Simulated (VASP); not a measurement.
# AlNi (P4/mmm) in VASP: notebook

AlNi is run at these levels: PBEsol; tasks: single point.

Program: VASP 6.6.1. These are calculated values, not measurements. Logs are shortened: lines on timing, memory, paths and dates and some standing lists are left out, and cuts for length are marked.

**1. The cell of the first run**

It takes space group P4/mmm (No. 123, tetragonal). The conventional cell has a = 3.018 Å, b = 3.018 Å, c = 2.575 Å, α = 90.00°, β = 90.00°, γ = 90.00°. Al (site symmetry 4/mmm) has 8 Ni at 2.49 Å and 6 Al at 2.57 to 3.02 Å within 3.3 Å. Within 3.3 Å of Ni (site symmetry 4/mmm) lie 8 Al at 2.49 Å and 6 Ni at 2.57 to 3.02 Å.

**2. Single point, PBEsol**

File INCAR:

```
PREC     = Accurate       # precision mode
ENCUT    = 520            # plane-wave cutoff, eV
EDIFF    = 1E-7           # SCF threshold, eV
ISMEAR   = 0              # smearing method
SIGMA    = 0.15           # smearing width, eV
LREAL    = F              # projectors in reciprocal space
LASPH    = T              # aspherical terms in the spheres
NELM     = 80             # most SCF steps
ALGO     = Fast           # electronic algorithm
ISIF     = 2              # what is computed and relaxed
LWAVE    = F              # write WAVECAR
LCHARG   = T              # write CHGCAR
GGA      = PS             # functional
LELF     = T              # ELF
LVHAR    = T            
NBANDS   = 14             # bands
```

File KPOINTS:

```
regular mesh
0
Gamma
  24 24 24
```

File POSCAR:

```
AlNi
1.0
    2.1338497459     -2.1338726551      0.0000000000
    2.1338497459      2.1338726551      0.0000000000
    0.0000000000      0.0000000000      2.5747696309
Al Ni
1 1
Direct
    0.0000000000      0.0000000000      0.0000000000
    0.5000000000      0.5000000000      0.5000000000
```

Potentials or basis: VASP PAW PBE potentials, release 64 (Al, Ni).

The run is started by

```console
cat potpaw_PBE.64/Al/POTCAR potpaw_PBE.64/Ni/POTCAR > POTCAR
mpirun -np 1 vasp_std > vasp.out
```

OUTCAR:

```text
PREC = Accurate
   ENCUT = 520
   EDIFF = 1E-7
   ISMEAR = 0
   LREAL = F
   LASPH = T
   NELM = 80
   ISIF = 2
   GGA = PS

 ion  position               nearest neighbor table
   1  0.000  0.000  0.000-   2 2.49   2 2.49   2 2.49   2 2.49   2 2.49   2 2.49   2 2.49   2 2.49

   2  0.500  0.500  0.500-   1 2.49   1 2.49   1 2.49   1 2.49   1 2.49   1 2.49   1 2.49   1 2.49

  LATTYP: Found a base centered orthorhombic cell.
 ALAT       =     4.2676994918
 B/A-ratio  =     1.0000107361
 C/A-ratio  =     0.6033155886

  Lattice vectors:

 A1 = (   2.1338497459,  -2.1338726551,   0.0000000000)
 A2 = (   2.1338497459,   2.1338726551,   0.0000000000)
 A3 = (   0.0000000000,   0.0000000000,   2.5747696309)

Analysis of symmetry for initial positions (statically):
=====================================================================
 Subroutine PRICEL returns:
 Original cell was already a primitive cell.

 Routine SETGRP: Setting up the symmetry group for a
 base centered orthorhombic supercell.

 Subroutine GETGRP returns: Found  8 space group operations
 (whereof  8 operations were pure point group operations)
 out of a pool of  8 trial point group operations.

The static configuration has the point symmetry D_2h.

Analysis of symmetry for dynamics (positions and initial velocities):
=====================================================================
 Subroutine PRICEL returns:
 Original cell was already a primitive cell.

 Routine SETGRP: Setting up the symmetry group for a
 base centered orthorhombic supercell.

 Subroutine GETGRP returns: Found  8 space group operations
 (whereof  8 operations were pure point group operations)
 out of a pool of  8 trial point group operations.

The dynamic configuration has the point symmetry D_2h.

 Subroutine INISYM returns: Found  8 space group operations
 (whereof  8 operations are pure point group operations),
 and found     1 'primitive' translations

----------------------------------------------------------------------------------------

                                     Primitive cell

  volume of cell :      23.4477

  direct lattice vectors                    reciprocal lattice vectors
     2.133849746 -2.133872655  0.000000000     0.234318279 -0.234315763  0.000000000
     2.133849746  2.133872655  0.000000000     0.234318279  0.234315763  0.000000000
     0.000000000  0.000000000  2.574769631     0.000000000  0.000000000  0.388384261

  length of vectors
     3.017735450  3.017735450  2.574769631     0.331374309  0.331374309  0.388384261

  position of ions in fractional coordinates (direct lattice)
     0.000000000  0.000000000  0.000000000
     0.500000000  0.500000000  0.500000000

  ion indices of the primitive-cell ions
   primitive index   ion index
                 1           1
                 2           2

----------------------------------------------------------------------------------------

 KPOINTS: regular mesh

Automatic generation of k-mesh.
 Grid dimensions read from file:
 generate k-points for:   24   24   24

 Generating k-lattice:

  Cartesian coordinates                     Fractional coordinates (reciprocal lattice)
     0.009763262 -0.009763157  0.000000000     0.041666667  0.000000000  0.000000000
     0.009763262  0.009763157  0.000000000     0.000000000  0.041666667  0.000000000
     0.000000000  0.000000000  0.016182678     0.000000000  0.000000000  0.041666667

  Length of vectors
     0.013807263  0.013807263  0.016182678

  Shift w.r.t. Gamma in fractional coordinates (k-lattice)
     0.000000000  0.000000000  0.000000000

 Subroutine IBZKPT returns following result:
 ===========================================

 Found   2041 irreducible k-points:

 Following reciprocal coordinates:
            Coordinates               Weight
  0.000000  0.000000  0.000000      1.000000
  0.041667  0.000000  0.000000      4.000000
  0.083333  0.000000  0.000000      4.000000
  0.125000  0.000000  0.000000      4.000000
  0.166667  0.000000  0.000000      4.000000
  0.208333  0.000000  0.000000      4.000000
[... 16 lines left out ...]
  0.416667  0.041667  0.000000      4.000000
  0.458333  0.041667  0.000000      4.000000
 [... further k-points ...]
   k-points           NKPTS =   2041   k-points in BZ     NKDIM =   2041   number of bands    NBANDS=     14
   number of dos      NEDOS =    301   number of ions     NIONS =      2
   total plane-waves  NPLWV =  11520
   dimension x,y,z NGX =    24 NGY =   24 NGZ =   20
   dimension x,y,z NGXF=    48 NGYF=   48 NGZF=   40
   ions per type =               1   1
   NGX,Y,Z   is equivalent  to a cutoff of  13.22, 13.22, 12.91 a.u.
   NGXF,Y,Z  is equivalent  to a cutoff of  26.44, 26.44, 25.83 a.u.
 SYSTEM =  unknown system
   PREC   = accura    normal or accurate (medium, high low for compatibility)
   ISTART =      0    job   : 0-new  1-cont  2-samecut
   ICHARG =      2    charge: 1-file 2-atom 10-const
   ISPIN  =      1    spin polarized calculation?
   LNONCOLLINEAR =      F non collinear calculations
   LSORBIT =      F    spin-orbit coupling
   LASPH  =      T    aspherical Exc in radial PAW
   ENCUT  =  520.0 eV  38.22 Ry    6.18 a.u.   5.61  5.61  4.79*2*pi/ulx,y,z
   NELM   =     80;   NELMIN=  2; NELMDL= -5     # of ELM steps
   EDIFF  = 0.1E-06   stopping-criterion for ELM
   LREAL  =      F    real-space projection
   EDIFFG = 0.1E-05   stopping-criterion for IOM
   NSW    =      0    number of steps for IOM
   IBRION =     -1    ionic relax: 0-MD 1-quasi-New 2-CG
   NFREE  =      0    steps in history (QN), initial steepest desc. (CG)
   ISIF   =      2    stress and relaxation
   ISYM   =      2    0-nonsym 1-usesym 2-fastsym
   POTIM  = 0.5000    time-step for ionic-motion
   TEBEG  =    0.0;   TEEND  =   0.0 temperature during run
   PSTRESS=    0.0 pullay stress
   NELECT =      13.0000    total number of electrons
   NUPDOWN=      -1.0000    fix difference up-down
   EMIN   =  10.00;   EMAX   =-10.00  energy-range for DOS
   EFERMI =   0.00;   METHOD = LEGACY
   ISMEAR =     0;   SIGMA  =   0.15  broadening in eV -4-tet -1-fermi 0-gaus
   EFERMI_NEDOS =   21; number of points for ismear=-14 and -15
   IALGO  =     68    algorithm
   IMIX   =      4    mixing-type and parameters
     AMIX     =   0.40;   BMIX     =  1.00
     AMIX_MAG =   1.60;   BMIX_MAG =  1.00
  volume/ion in A,a.u.               =      11.72        79.12
  Fermi-wavevector in a.u.,A,eV,Ry     =   1.344897  2.541487 24.609512  1.808748
  Thomas-Fermi vector in A             =   2.472854
   LORBIT       =      0    0 simple, 1 ext, 2 COOP (PROOUT), +10 PAW based schemes
   GGA     = PS    functional components
   LHFCALC =     F    Hartree Fock is set to
   AEXX    =    0.0000 exact exchange contribution
   IVDW    =     0    specifies the selected vdW correction
   LEPSILON=     F    determine dielectric tensor
   LRPA    =     F    only Hartree local field effects (RPA)
 non-spin polarized calculation
 RMM-DIIS sequential band-by-band and
 Gauss-broadening in eV      SIGMA  =   0.15
  energy-cutoff  :      520.00
  volume of cell :       23.45
 maximum number of plane-waves:       653
   NGX = 11   NGY = 11   NGZ =  9

 number of electron      12.9999996 magnetization

 Free energy of the ion-electron system (eV)
  ---------------------------------------------------
  ext. energy  EPLUGINS =         0.00000000
  ---------------------------------------------------
  free energy    TOTEN  =       -11.45032565 eV

  energy without entropy =      -11.43999568  energy(sigma->0) =      -11.44516067

 E-fermi :  10.1882     XC(G=0): -12.2602

 val. band max:       10.1861213884   @ k =  -0.2500   0.0417   0.0000
 cond. band min:      10.1886522058   @ k =   0.1250   0.1250   0.5000
 fundamental gap:      0.0025308174
 Fermi energy:        10.1881979538

 k-point     1 :       0.0000    0.0000    0.0000
  band No.  band energies     occupation
      1      -1.1359      2.00000
      2       6.7359      2.00000
      3       6.7487      2.00000
      4       8.2648      2.00000
      5       8.7771      2.00000
      6       8.7771      2.00000
      7      13.9055      0.00000
      8      13.9056      0.00000
      9      17.6627      0.00000
     10      17.8845      0.00000
     11      20.0399      0.00000
     12      25.4147      0.00000
     13      28.8895      0.00000
     14      30.8846      0.00000

 k-point     2 :       0.0417    0.0000    0.0000
  band No.  band energies     occupation
      1      -1.1067      2.00000
      2       6.7331      2.00000
      3       6.7494      2.00000
      4       8.2489      2.00000
      5       8.7708      2.00000
      6       8.7779      2.00000
      7      13.6278      0.00000
      8      13.9491      0.00000
      9      17.7493      0.00000
     10      18.1078      0.00000
     11      20.0730      0.00000
     12      25.4476      0.00000
     13      28.3721      0.00000
     14      30.5935      0.00000

 k-point     3 :       0.0833    0.0000    0.0000
  band No.  band energies     occupation
      1      -1.0193      2.00000
      2       6.7076      2.00000
      3       6.7650      2.00000
      4       8.2033      2.00000
      5       8.7523      2.00000
      6       8.7804      2.00000
      7      12.9788      0.00000
      8      14.0778      0.00000
      9      17.7768      0.00000
     10      18.8242      0.00000
     11      20.1719      0.00000
     12      25.5471      0.00000
     13      27.4309      0.00000
     14      29.9509      0.00000

 k-point     4 :       0.1250    0.0000    0.0000
  band No.  band energies     occupation
      1      -0.8741      2.00000
      2       6.6516      2.00000
      3       6.7929      2.00000
      4       8.1332      2.00000
      5       8.7232      2.00000
      6       8.7844      2.00000
      7      12.2042      0.00000
      8      14.2865      0.00000
      9      17.7847      0.00000
     10      19.7426      0.00000
     11      20.3350      0.00000
     12      25.7135      0.00000
     13      26.4327      0.00000
     14      29.2332      0.00000

 k-point     5 :       0.1667    0.0000    0.0000
  band No.  band energies     occupation
      1      -0.6716      2.00000
      2       6.5497      2.00000
      3       6.8294      2.00000
      4       8.0462      2.00000
      5       8.6857      2.00000
      6       8.7896      2.00000
      7      11.4330      0.00000
      8      14.5678      0.00000
      9      17.7901      0.00000
     10      20.5600      0.00000
     11      20.7060      0.00000
[... 276 lines left out ...]
 k-point    22 :       0.3750    0.0417    0.0000
  band No.  band energies     occupation
      1       1.1733      2.00000
      2       4.6872      2.00000
      3       7.0403      2.00000
      4       7.5972      2.00000
      5       8.4777      2.00000
      6       8.8139      2.00000
      7       9.2720      2.00000
      8      16.2921      0.00000
      9      18.1831      0.00000
     10      20.8751      0.00000
     11      22.5379      0.00000
     12      24.0742      0.00000
     13      25.6122      0.00000
     14      26.3501      0.00000

 k-point    23 :       0.4167    0.0417    0.0000
  band No.  band energies     occupation
      1       1.6776      2.00000
      2       4.0873      2.00000
      3       7.0689      2.00000
      4       7.5487      2.00000
      5       8.4513      2.00000
      6       8.8179      2.00000
      7       9.1688      2.00000
      8      16.7602      0.00000
      9      18.1591      0.00000
     10      20.2719      0.00000
     11      23.0688      0.00000
     12      24.2395      0.00000
     13      25.5045      0.00000
     14      25.6241      0.00000

 k-point    24 :       0.4583    0.0417    0.0000
  band No.  band energies     occupation
      1       2.2079      2.00000
      2       3.4903      2.00000
      3       7.0869      2.00000
      4       7.5187      2.00000
      5       8.4348      2.00000
      6       8.8205      2.00000
      7       9.1177      2.00000
      8      17.1737      0.00000
      9      18.0941      0.00000
     10      19.8288      0.00000
     11      23.6365      0.00000
     12      24.2792      0.00000
     13      24.9396      0.00000
     14      25.5070      0.00000

 [... further k-points ...]
[... 5 lines left out ...]
  --------------------------------------------------------------------------------------
  -------------------------------------------------------------------------------------
  Total       -0.7203740     -0.7207804      2.4198179      0.0000000      0.0000000      0.0000000
  in kB      -49.2229786    -49.2507525    165.3455699      0.0000000      0.0000000      0.0000000
  external PRESSURE =      22.2906129 kB  Pullay stress =       0.0000000 kB

 VOLUME and BASIS-vectors are now :
 -----------------------------------------------------------------------------
  energy-cutoff  :      520.00
  volume of cell :       23.45
      direct lattice vectors                 reciprocal lattice vectors
     2.133849746 -2.133872655  0.000000000     0.234318279 -0.234315763  0.000000000
     2.133849746  2.133872655  0.000000000     0.234318279  0.234315763  0.000000000
     0.000000000  0.000000000  2.574769631     0.000000000  0.000000000  0.388384261

 POSITION                                       TOTAL-FORCE (eV/Angst)
 -----------------------------------------------------------------------------------
      0.00000      0.00000      0.00000         0.000000      0.000000      0.000000
      2.13385      0.00000      1.28738         0.000000     -0.000000      0.000000
 -----------------------------------------------------------------------------------
    total drift:                                0.000000     -0.000000     -0.000000

  FREE ENERGIE OF THE ION-ELECTRON SYSTEM (eV)
  ---------------------------------------------------
  free  energy   TOTEN  =       -11.4503256522 eV

  energy  without entropy=      -11.4399956825  energy(sigma->0) =      -11.44516067
```

Run time: 7 min. Hardware: 1 thread of Intel Xeon 6975P-C, shared host; peak memory 0.75 GiB.

Results:

```yaml
Free_energy: -11.4503 eV
Pressure: 2.2 GPa
```

Caveat: the PAW data sets were made with another functional, which shifts forces and pressure a little. Spin polarisation is off, so any magnetic state and its effect on volume and gap are missing.

(Part 1 of 2 ends here.)
